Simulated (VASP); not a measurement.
TiAl3: single point with PBE

Crystal: TiAl3.

```xyz
4
Lattice="4.0577 0.0000 0.0000 0.0000 4.0577 0.0000 0.0000 0.0000 4.0577" Properties=species:S:1:pos:R:3 pbc="T T T"
Ti    0.0000    0.0000    0.0000
Al    2.0289    0.0000    2.0289
Al    0.0000    2.0289    2.0289
Al    2.0289    2.0289    0.0000
```

This cell differs from its parent crystal: volume scaled by 1.06.

- Program: VASP 6.6.1
- Task: single point
- Functional: PBE
- Potentials or basis: VASP PAW PBE potentials, release 64 (Ti_sv, Al)
- Cutoff: 520 eV
- k mesh: 12 × 12 × 12
- Occupations: gaussian, width 0.1 eV
- Spin: no spin polarisation
- Dipole correction: no
- Further INCAR settings: ALGO = Fast; EDIFF = 1e-07; NBANDS = 18

```yaml
Pressure: -5.7 GPa
```

Levels at points of the mesh, in eV from the Fermi level:
| k point | band 7 | band 8 | band 9 | band 10 | band 11 | band 12 | band 13 | band 14 |
| --- | --- | --- | --- | --- | --- | --- | --- | --- |
| (0.00, 0.00, 0.00) | -2.96 | -2.11 | -2.11 | -2.11 | 0.14 | 0.14 | 0.14 | 0.77 |
| (0.50, 0.00, 0.00) | -2.13 | -2.13 | -1.99 | 0.35 | 0.66 | 0.66 | 0.84 | 0.89 |
| (0.50, 0.50, 0.00) | -5.98 | -4.81 | -1.18 | -1.18 | 0.58 | 0.79 | 1.03 | 1.08 |
| (0.50, 0.50, 0.50) | -5.01 | -4.70 | -3.39 | -3.39 | -3.39 | 0.09 | 1.09 | 1.09 |

Run time: 2.4 min on 1 thread of Intel(R) Xeon(R) 6975P-C (Granite Rapids), with other jobs on the host, peak memory 0.22 GiB.
